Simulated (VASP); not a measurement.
Hf3Si2O:

```
CELL_PARAMETERS angstrom
4.06033 0.00000 0.00000
-2.03017 3.51635 0.00000
0.00000 0.00000 8.84523
ATOMIC_POSITIONS crystal
Hf 0.66667 0.33333 0.50000
Hf 0.00000 0.00000 0.00000
Hf 0.00000 0.00000 0.50000
Si 0.33333 0.66667 0.25167
Si 0.33333 0.66667 0.74833
O 0.66667 0.33333 0.00000
```

The cell was generated, and may not be a known phase.

```yaml
Program: VASP 6.6.1
Task: relaxation of cell and atoms
Functional: PBE
Potentials_or_basis: VASP PAW PBE potentials, release 64 (Hf_pv, Si, O)
Cutoff: 600 eV
k_mesh: 6 × 6 × 2
Occupations: gaussian, width 0.1 eV
Spin: no spin polarisation
```

At the start: pressure -6.6 GPa; volume 21.05 Å³/atom.

Question: Where does the relaxation end?

Answer: Over 17 steps the energy falls by 819.0 meV/atom and the volume is 16.55 Å³/atom (-21.4 %); space group P-6m2 (No. 187, to 0.1 Å) before and after.

The path:
```
step  energy change (eV)  largest force (eV/Å)  pressure (GPa)  volume (Å³)
   1              0.0000                1.9737           -6.60       126.29
   2             -2.5899                1.3730           -1.40       110.14
   3             -3.4240                0.8015            4.62       101.66
   4             -3.5018                1.1897           31.39        84.23
   5             -3.7943                0.3863           12.58        94.38
   6             -3.8501                0.4120           22.54        88.16
   7             -4.4493                1.4390           15.25        90.31
   8             -4.4502                1.4211           15.28        90.29
   9             -4.8613                0.4475            4.55        96.17
  10             -4.9104                0.0537           -0.46        99.76
  11             -4.9111                0.0870            0.02        99.39
  12             -4.9110                0.1045            0.25        99.20
  13             -4.9119                0.1012            0.21        99.20
  14             -4.9131                0.0925            0.07        99.19
  15             -4.9131                0.0912            0.05        99.19
  16             -4.9136                0.0588           -0.04        99.24
  17             -4.9139                0.0108           -0.18        99.31
```

Final structure:
```
CELL_PARAMETERS angstrom
4.44979 0.00000 0.00000
-2.22490 3.85363 0.00000
0.00000 0.00000 5.79152
ATOMIC_POSITIONS crystal
Hf 0.66667 0.33333 0.50000
Hf 0.00000 0.00000 0.00000
Hf 0.00000 0.00000 0.50000
Si 0.33333 0.66667 0.27631
Si 0.33333 0.66667 0.72369
O 0.66667 0.33333 0.00000
```

Caveat: the volume moved by over 15 % at a fixed basis, so the end points are rough.
